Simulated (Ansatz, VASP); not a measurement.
# Two plane-wave programs on Cr

File INCAR:

```
SYSTEM = Cr
PREC = Accurate ; ENCUT = 520
EDIFF = 1E-7 ; ISMEAR = -1
SIGMA = 0.025 ; LREAL = .False.
LASPH = .True. ; NELM = 150
ALGO = Normal ; ISIF = 2
LWAVE = .False. ; LCHARG = .False.
ISPIN = 2 ; MAGMOM = 3 3
LORBIT = 11 ; LMAXMIX = 4
GGA = CA ; NBANDS = 23
```

Contents of KPOINTS:

```
Automatic mesh
0
Gamma
  9 9 5
  0 0 0
```

File POSCAR:

```
Cr
1.0
    2.7140000000      0.0000000000      0.0000000000
   -1.3570000000      2.3503929459      0.0000000000
    0.0000000000      0.0000000000      4.4100000000
Cr
2
Direct
    0.3333333333      0.6666666667      0.2500000000
    0.6666666667      0.3333333333      0.7500000000
```

Input for Ansatz:

```yaml
crystal:
  lattice:
    - [2.714, 0.0, 0.0]
    - [-1.357, 2.3503929459, 0.0]
    - [0.0, 0.0, 4.41]
  atoms:
    - { symbol: Cr, position: [0.3333333333, 0.6666666667, 0.25], spin: 3.0 }
    - { symbol: Cr, position: [0.6666666667, 0.3333333333, 0.75], spin: 3.0 }
magnetization:
  spin_polarized: true
kpoints:
  mp_grid: { grid: [9, 9, 5] }
scf:
  occupations: { method: fermi_dirac, width: 0.025 }
  lower_state_search: "off"
hamiltonian:
  xc: lda
  pseudopotentials: { kind: paw }
output:
  forces: true
  stress: true
  eigenvalues: true
```

Alike in both runs: task single point; functional LDA; k mesh 9 × 9 × 5; occupations fermi-dirac, width 0.025 eV; collinear spin.

|  | VASP | Ansatz |
| --- | --- | --- |
| version | VASP 6.6.1 | Ansatz 0.2.0 |
| potentials or method | VASP PAW LDA potentials, release 64 (Cr_pv) | PAW with Ansatz's default frozen-core files, scalar-relativistic |
| plane-wave cutoff (eV) | 520 | 420 |
| valence electrons in the cell | 24 | 28 |

```csv
,VASP,Ansatz,Ansatz less VASP
net moment per atom (μB),0.36,0.47,+0.110
size of the moment on the site where the two differ most (μB),0.33,0.43,+0.097
```

The net moments are unlike, so the other rows may belong to different states. LDA's correlation is that of Perdew and Zunger in VASP and of Perdew and Wang (1992) in Ansatz. Site moments also hang on the region over which each program counts them. VASP's potentials hold 24 valence electrons a cell and Ansatz's 28, so a difference there can come from the potentials and not from the codes.
